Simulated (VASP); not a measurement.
Te, 3 atoms in the cell. Symmetry: P3_121, No. 152, trigonal system. Conventional cell: a = 4.731 Å, b = 4.731 Å, c = 6.294 Å, α = 90.00°, β = 90.00°, γ = 120.00°. Te (site symmetry 2) has 2 Te at 2.84 Å within 3.7 Å.  This cell differs from its parent crystal: strain +5.8%.

- Program: VASP 6.6.1
- Task: single point
- Functional: r2SCAN
- Potentials or basis: VASP PAW PBE potentials, release 64 (Te)
- Cutoff: 520 eV
- k mesh: 6 × 6 × 4
- Occupations: fermi-dirac, width 0.02 eV
- Spin: no spin polarisation
- Dipole correction: no
- Further INCAR settings: ALGO = Normal; EDIFF = 1e-07; NBANDS = 16

Potentials or basis: VASP PAW PBE potentials, release 64 (Te).

Run with:

```console
$ cat potpaw_PBE.64/Te/POTCAR > POTCAR
$ cp INCAR.step1 INCAR
$ mpirun -np 1 vasp_std > vasp.out
$ cp INCAR.step2 INCAR
$ mpirun -np 1 vasp_std > vasp.out
```

Hardware: 1 thread of Intel(R) Xeon(R) 6975P-C (Granite Rapids), on a shared host.

Question: Estimate the wall time of this run.

Answer: Wall time 76 s on 1 thread of Intel(R) Xeon(R) 6975P-C (Granite Rapids) (shared host), peak memory 0.26 GiB. Counts: k points 24.
